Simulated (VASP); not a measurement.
Runs of VASP 6.6.1 on SnO2. The structure is that of space group Pa-3 (No. 205), or close to it. The cells are those of the table. 

```tsv
level	cell	k mesh	gap on the mesh (eV)	pressure (GPa)	largest force (eV/Å)
PBEsol	a = 5.112 Å, 12 atoms	4 × 4 × 4	0.86	0.6	-
PBE	a = 5.170 Å, 12 atoms	4 × 4 × 4	0.59	0.6	-
PBE	a = 5.101 Å, 12 atoms	6 × 6 × 6	0.98	(a)	0.02
r2SCAN	a = 5.101 Å, 12 atoms	4 × 4 × 4	1.65	(b)	0.01
```

Alike in all rows: task single point; potentials or basis VASP PAW PBE potentials, release 64 (Sn_d, O); no spin polarisation; cutoff (eV) 520; smearing fermi-dirac 0.02 eV.

**Question.** Fill in the values left out.

**Answer.** (a) 9.3; (b) 1.1.

Caveats: spin-orbit coupling is left out, which moves the levels of the heavy elements; the PAW data sets were made with another functional, which shifts forces and pressure a little (at least some runs); the cell stands under pressure (at least some runs).

A k mesh can miss the band edges, and the runs leave out spin-orbit coupling on Sn.
